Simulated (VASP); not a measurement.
# Cu (P-1) in VASP: notebook

The runs below take Cu through single point, with PBEsol.

All numbers are computed with VASP 6.6.1; they aren't measurements. Logs are shortened: lines on timing, memory, paths and dates and some standing lists are left out, and cuts for length are marked.

**1. The cell of the first run**

The typed cell holds 1 atom: a = 11.526 Å, b = 2.222 Å, c = 22.592 Å, α = 90.82°, β = 102.62°, γ = 89.82°.

**2. Single point, PBEsol**

Contents of INCAR:

```
PREC = Accurate
ENCUT = 520
EDIFF = 1E-7
ISMEAR = -1
SIGMA = 0.1
LREAL = F
LASPH = T
NELM = 80
ALGO = Normal
ISIF = 2
LWAVE = F
LCHARG = F
GGA = PS
NBANDS = 12
```

Contents of KPOINTS:

```
regular mesh
0
Gamma
  2 9 1
```

Contents of POSCAR:

```
Cu
1.0
   11.5255265084      0.0180398330     -0.0940327543
    0.0034941569      2.2223436993     -0.0156538230
   -4.7545791839     -0.1592736556     22.0855176275
Cu
1
Direct
    0.5000000000      0.5000000000      0.5000000000
```

Potentials or basis: VASP PAW PBE potentials, release 64 (Cu).

On the command line:

```sh
> cat potpaw_PBE.64/Cu/POTCAR > POTCAR
> mpirun -np 1 vasp_std > vasp.out
```

OUTCAR:

```text
PREC = Accurate
   ENCUT = 520
   EDIFF = 1E-7
   ISMEAR = -1
   LREAL = F
   LASPH = T
   NELM = 80
   ISIF = 2
   GGA = PS

 ion  position               nearest neighbor table
   1  0.500  0.500  0.500-

  LATTYP: Found a triclinic cell.
 ALAT       =    23.0872896331
 B/A-ratio  =     0.4992324518
 C/A-ratio  =     0.0962608263
 COS(alpha) =     0.0031947663
 COS(beta)  =     0.2064820424
 COS(gamma) =     0.2143623797

  Lattice vectors:

 A1 = (  -4.7615674977,  -4.6039610542,  22.1168252735)
 A2 = ( -11.5255265084,  -0.0180398330,   0.0940327543)
 A3 = (  -0.0034941569,  -2.2223436993,   0.0156538230)

Analysis of symmetry for initial positions (statically):
=====================================================================
 Subroutine PRICEL returns:
 Original cell was already a primitive cell.

 Routine SETGRP: Setting up the symmetry group for a
 triclinic supercell.

 Subroutine GETGRP returns: Found  2 space group operations
 (whereof  2 operations were pure point group operations)
 out of a pool of  2 trial point group operations.

The static configuration has the point symmetry S_2 .

Analysis of symmetry for dynamics (positions and initial velocities):
=====================================================================
 Subroutine PRICEL returns:
 Original cell was already a primitive cell.

 Routine SETGRP: Setting up the symmetry group for a
 triclinic supercell.

 Subroutine GETGRP returns: Found  2 space group operations
 (whereof  2 operations were pure point group operations)
 out of a pool of  2 trial point group operations.

The dynamic configuration has the point symmetry S_2 .

 Subroutine INISYM returns: Found  2 space group operations
 (whereof  2 operations are pure point group operations),
 and found     1 'primitive' translations

----------------------------------------------------------------------------------------

                                     Primitive cell

  volume of cell :     564.6691

  direct lattice vectors                    reciprocal lattice vectors
    11.525526508  0.018039833 -0.094032754     0.086916600 -0.000004858  0.018711406
     0.003494157  2.222343699 -0.015653823    -0.000679056  0.449998299  0.003099056
    -4.754579184 -0.159273656 22.085517627     0.000369581  0.000318930  0.045360404

  length of vectors
    11.525924210  2.222401577 22.592066753     0.088907885  0.450009483  0.045363031

  position of ions in fractional coordinates (direct lattice)
     0.500000000  0.500000000  0.500000000

  ion indices of the primitive-cell ions
   primitive index   ion index
                 1           1

----------------------------------------------------------------------------------------

 KPOINTS: regular mesh

Automatic generation of k-mesh.
 Grid dimensions read from file:
 generate k-points for:    2    9    1

 Generating k-lattice:

  Cartesian coordinates                     Fractional coordinates (reciprocal lattice)
     0.043458300 -0.000002429  0.009355703     0.500000000  0.000000000 -0.000000000
    -0.000075451  0.049999811  0.000344340    -0.000000000  0.111111111  0.000000000
     0.000369581  0.000318930  0.045360404     0.000000000  0.000000000  1.000000000

  Length of vectors
     0.044453942  0.050001054  0.045363031

  Shift w.r.t. Gamma in fractional coordinates (k-lattice)
     0.000000000  0.000000000  0.000000000

 Subroutine IBZKPT returns following result:
 ===========================================

 Found     10 irreducible k-points:

 Following reciprocal coordinates:
            Coordinates               Weight
  0.000000  0.000000  0.000000      1.000000
  0.500000  0.000000  0.000000      1.000000
 -0.000000  0.111111 -0.000000      2.000000
  0.500000  0.111111  0.000000      2.000000
 -0.000000  0.222222 -0.000000      2.000000
  0.500000  0.222222  0.000000      2.000000
 -0.000000  0.333333 -0.000000      2.000000
  0.500000  0.333333  0.000000      2.000000
 -0.000000  0.444444 -0.000000      2.000000
  0.500000  0.444444  0.000000      2.000000
   k-points           NKPTS =     10   k-points in BZ     NKDIM =     10   number of bands    NBANDS=     12
   number of dos      NEDOS =    301   number of ions     NIONS =      1
   total plane-waves  NPLWV = 272160
   dimension x,y,z NGX =    90 NGY =   18 NGZ =  168
   dimension x,y,z NGXF=   180 NGYF=   36 NGZF=  336
   ions per type =               1
   NGX,Y,Z   is equivalent  to a cutoff of  12.98, 13.46, 12.36 a.u.
   NGXF,Y,Z  is equivalent  to a cutoff of  25.96, 26.93, 24.72 a.u.
 SYSTEM =  unknown system
   PREC   = accura    normal or accurate (medium, high low for compatibility)
   ISTART =      0    job   : 0-new  1-cont  2-samecut
   ICHARG =      2    charge: 1-file 2-atom 10-const
   ISPIN  =      1    spin polarized calculation?
   LNONCOLLINEAR =      F non collinear calculations
   LSORBIT =      F    spin-orbit coupling
   LASPH  =      T    aspherical Exc in radial PAW
   ENCUT  =  520.0 eV  38.22 Ry    6.18 a.u.  21.43  4.13 42.01*2*pi/ulx,y,z
   NELM   =     80;   NELMIN=  2; NELMDL= -5     # of ELM steps
   EDIFF  = 0.1E-06   stopping-criterion for ELM
   LREAL  =      F    real-space projection
   EDIFFG = 0.1E-05   stopping-criterion for IOM
   NSW    =      0    number of steps for IOM
   IBRION =     -1    ionic relax: 0-MD 1-quasi-New 2-CG
   NFREE  =      0    steps in history (QN), initial steepest desc. (CG)
   ISIF   =      2    stress and relaxation
   ISYM   =      2    0-nonsym 1-usesym 2-fastsym
   POTIM  = 0.5000    time-step for ionic-motion
   TEBEG  =    0.0;   TEEND  =   0.0 temperature during run
   PSTRESS=    0.0 pullay stress
   NELECT =      11.0000    total number of electrons
   NUPDOWN=      -1.0000    fix difference up-down
   EMIN   =  10.00;   EMAX   =-10.00  energy-range for DOS
   EFERMI =   0.00;   METHOD = LEGACY
   ISMEAR =    -1;   SIGMA  =   0.10  broadening in eV -4-tet -1-fermi 0-gaus
   EFERMI_NEDOS =   21; number of points for ismear=-14 and -15
   IALGO  =     38    algorithm
   IMIX   =      4    mixing-type and parameters
     AMIX     =   0.40;   BMIX     =  1.00
     AMIX_MAG =   1.60;   BMIX_MAG =  1.00
  volume/ion in A,a.u.               =     564.67      3810.58
  Fermi-wavevector in a.u.,A,eV,Ry     =   0.440495  0.832415  2.640019  0.194036
  Thomas-Fermi vector in A             =   1.415222
   LORBIT       =      0    0 simple, 1 ext, 2 COOP (PROOUT), +10 PAW based schemes
   GGA     = PS    functional components
   LHFCALC =     F    Hartree Fock is set to
   AEXX    =    0.0000 exact exchange contribution
   IVDW    =     0    specifies the selected vdW correction
   LEPSILON=     F    determine dielectric tensor
   LRPA    =     F    only Hartree local field effects (RPA)
 non-spin polarized calculation
  energy-cutoff  :      520.00
  volume of cell :      564.67
 maximum number of plane-waves:     15287
 NGX is ok and might be reduce to    90
   NGX = 43   NGY =  9   NGZ = 83

 number of electron      11.0000018 magnetization

 Free energy of the ion-electron system (eV)
  ---------------------------------------------------
  ext. energy  EPLUGINS =         0.00000000
  ---------------------------------------------------
  free energy    TOTEN  =        -1.98202627 eV

  energy without entropy =       -1.94425860  energy(sigma->0) =       -1.96314244

 E-fermi :  -5.0582     XC(G=0):  -0.7349

 val. band max:       -5.2226763304   @ k =   0.0000   0.0000   0.0000
 cond. band min:      -4.0415715316   @ k =  -0.0000   0.3333  -0.0000
 fundamental gap:      1.1811047988
 Fermi energy:        -5.0581842109

 k-point     1 :       0.0000    0.0000    0.0000
  band No.  band energies     occupation
      1      -8.7734      2.00000
      2      -6.3106      1.99999
      3      -6.1149      1.99995
      4      -6.1149      1.99995
      5      -5.2227      1.67642
      6      -5.2227      1.67641
      7      -2.1562      0.00000
      8      -2.1494      0.00000
      9       0.0307      0.00000
     10       0.4308      0.00000
     11       0.5075      0.00000
     12       0.9647      0.00000

 k-point     2 :       0.5000    0.0000    0.0000
  band No.  band energies     occupation
      1      -8.7734      2.00000
      2      -6.3106      1.99999
      3      -6.1149      1.99995
      4      -6.1149      1.99995
      5      -5.2227      1.67642
      6      -5.2227      1.67641
      7      -2.1618      0.00000
      8      -2.1549      0.00000
      9       0.3513      0.00000
     10       0.4877      0.00000
     11       0.5740      0.00000
     12       0.6735      0.00000

 k-point     3 :      -0.0000    0.1111   -0.0000
  band No.  band energies     occupation
      1      -8.3193      2.00000
      2      -6.1222      1.99995
      3      -6.0635      1.99991
      4      -6.0635      1.99991
      5      -5.5524      1.98583
      6      -5.5524      1.98583
      7      -1.6205      0.00000
      8      -1.6123      0.00000
      9       0.4006      0.00000
     10       0.8041      0.00000
     11       0.8926      0.00000
     12       1.3367      0.00000
[... 76 lines left out ...]
 k-point     9 :      -0.0000    0.4444   -0.0000
  band No.  band energies     occupation
      1      -7.0826      2.00000
      2      -7.0826      2.00000
      3      -5.6904      1.99641
      4      -5.6904      1.99641
      5      -5.3349      1.88180
      6      -1.5421      0.00000
      7       3.3494      0.00000
      8       4.2870      0.00000
      9       4.2987      0.00000
     10       6.0449      0.00000
     11       6.4302      0.00000
     12       6.5468      0.00000

 k-point    10 :       0.5000    0.4444    0.0000
  band No.  band energies     occupation
      1      -7.0827      2.00000
      2      -7.0826      2.00000
      3      -5.6904      1.99641
      4      -5.6904      1.99641
      5      -5.3349      1.88180
      6      -1.5420      0.00000
      7       3.3503      0.00000
      8       4.2776      0.00000
      9       4.2894      0.00000
     10       6.3543      0.00000
     11       6.5169      0.00000
     12       6.5726      0.00000

------------------------ aborting loop because EDIFF is reached ----------------------------------------

  FORCE on cell =-STRESS in cart. coord.  units (eV):
  Direction    XX          YY          ZZ          XY          YZ          ZX
  --------------------------------------------------------------------------------------
  -------------------------------------------------------------------------------------
  Total       -0.0084904      0.5000496     -0.0065637      0.0008267     -0.0037284     -0.0005480
  in kB       -0.0240903      1.4188276     -0.0186238      0.0023458     -0.0105788     -0.0015550
  external PRESSURE =       0.4587045 kB  Pullay stress =       0.0000000 kB

 VOLUME and BASIS-vectors are now :
 -----------------------------------------------------------------------------
  energy-cutoff  :      520.00
  volume of cell :      564.67
      direct lattice vectors                 reciprocal lattice vectors
    11.525526508  0.018039833 -0.094032754     0.086916600 -0.000004858  0.018711406
     0.003494157  2.222343699 -0.015653823    -0.000679056  0.449998299  0.003099056
    -4.754579184 -0.159273656 22.085517627     0.000369581  0.000318930  0.045360404

 POSITION                                       TOTAL-FORCE (eV/Angst)
 -----------------------------------------------------------------------------------
      3.38722      1.04055     10.98792         0.000000      0.000000      0.000000
 -----------------------------------------------------------------------------------
    total drift:                                0.000000     -0.000000     -0.000000

  FREE ENERGIE OF THE ION-ELECTRON SYSTEM (eV)
  ---------------------------------------------------
  free  energy   TOTEN  =        -1.9820262720 eV

  energy  without entropy=       -1.9442585990  energy(sigma->0) =       -1.96314244
```

It took 90 s on 1 thread of Intel Xeon Platinum 8488C (Sapphire Rapids), shared host; peak memory 0.55 GiB.

What came out:

| Quantity | Value |
| --- | --- |
| Free energy | -1.9820 eV |
| Pressure | 0.0 GPa |

Caveat: the PAW data sets were made with another functional, which shifts forces and pressure a little.

**3. Single point, PBEsol**

This run uses another cell than the first one, of 567.51 Å³/atom, 1.005 times its volume.

Contents of INCAR:

```
SYSTEM = Cu
PREC = Accurate
ENCUT = 520
EDIFF = 1E-6
ISMEAR = -1
SIGMA = 0.1
LREAL = .False.
LASPH = .True.
NELM = 60
ALGO = Normal
ISIF = 2
LWAVE = .False.
LCHARG = .False.
GGA = PS
NBANDS = 12
```

Contents of KPOINTS:

```
Automatic mesh
0
Gamma
  2 9 1
  0 0 0
```

Contents of POSCAR:

```
Cu
1.0
   11.5448000000      0.0180700000     -0.0941900000
    0.0035000000      2.2260600000     -0.0156800000
   -4.7625300000     -0.1595400000     22.1224500000
Cu
1
Direct
    0.5000000000      0.5000000000      0.5000000000
```

Potentials or basis: VASP PAW PBE potentials, release 64 (Cu).

On the command line:

```sh
> cat potpaw_PBE.64/Cu/POTCAR > POTCAR
> mpirun -np 1 vasp_std > vasp.out
```

It took 85 s on 1 thread of Intel Xeon Platinum 8488C (Sapphire Rapids), shared host; peak memory 0.55 GiB.

The run converged. Its results:

- Free energy: -1.9828 eV
- Pressure: 0.0 GPa

Stress tensor (GPa, compression positive):
```
0.00 0.00 0.00
0.00 0.12 0.00
0.00 0.00 0.00
```

Levels at points of the mesh, in eV from the Fermi level:
| k point | band 4 | band 5 | band 6 | band 7 | band 8 | band 9 |
| --- | --- | --- | --- | --- | --- | --- |
| (0.00, 0.00, 0.00) | -1.05 | -0.17 | -0.17 | 2.91 | 2.91 | 5.09 |
| (0.50, 0.00, 0.00) | -1.05 | -0.17 | -0.17 | 2.90 | 2.91 | 5.41 |

Caveat: the PAW data sets were made with another functional, which shifts forces and pressure a little.

**4. Single point, PBEsol**

This run uses another cell than the first one, of 570.34 Å³/atom, 1.010 times its volume.

Contents of INCAR:

```
PREC = Accurate
ENCUT = 520
EDIFF = 1E-6
ISMEAR = -1
SIGMA = 0.1
LREAL = F
LASPH = T
NELM = 80
ALGO = Normal
ISIF = 2
LWAVE = F
LCHARG = F
GGA = PS
NBANDS = 12
```

Contents of KPOINTS:

```
regular mesh
0
Gamma
  2 9 1
```

Contents of POSCAR:

```
Cu
1.0
   11.5640093532      0.0181000666     -0.0943467224
    0.0035058236      2.2297639336     -0.0157060899
   -4.7704543574     -0.1598054581     22.1592594689
Cu
1
Direct
    0.5000000000      0.5000000000      0.5000000000
```

On the command line:

```sh
> cat potpaw_PBE.64/Cu/POTCAR > POTCAR
> mpirun -np 1 vasp_std > vasp.out
```

Run time: 90 s. Hardware: 1 thread of Intel Xeon Platinum 8488C (Sapphire Rapids), shared host; peak memory 0.59 GiB.

Results (log left out):

| Property | Result |
| --- | --- |
| Free energy | -1.9835 eV |
| Pressure | 0.0 GPa |

Stress tensor (GPa, compression positive):
```
0.00 0.00 0.00
0.00 0.11 0.00
0.00 0.00 0.00
```

Levels at points of the mesh, in eV from the Fermi level:
```tsv
k point	band 2	band 3	band 4	band 5	band 6	band 7	band 8	band 9	band 10	band 11
(0.00, 0.00, 0.00)	-1.24	-1.04	-1.04	-0.17	-0.17	2.91	2.92	5.09	5.48	5.56
(0.50, 0.00, 0.00)	-1.24	-1.04	-1.04	-0.17	-0.17	2.91	2.91	5.41	5.54	5.63
```

Caveat: the PAW data sets were made with another functional, which shifts forces and pressure a little.

**5. The runs side by side**

| cell | gap on the mesh (eV) | pressure (GPa) |
| --- | --- | --- |
| a = 11.526, b = 2.222, c = 22.592 Å, angles 90.8, 102.6, 89.8°, 1 atom | none | 0.0 |
| a = 11.545, b = 2.226, c = 22.630 Å, angles 90.8, 102.6, 89.8°, 1 atom | none | 0.0 |
| a = 11.564, b = 2.230, c = 22.667 Å, angles 90.8, 102.6, 89.8°, 1 atom | none | 0.0 |

Alike in all rows: task single point; level PBEsol; potentials or basis VASP PAW PBE potentials, release 64 (Cu); no spin polarisation; k mesh 2 × 9 × 1; cutoff (eV) 520; smearing fermi-dirac 0.1 eV.

Caveats: the PAW data sets were made with another functional, which shifts forces and pressure a little.

Total energies depend on the potentials used, so only differences within one code and one set of settings carry meaning.
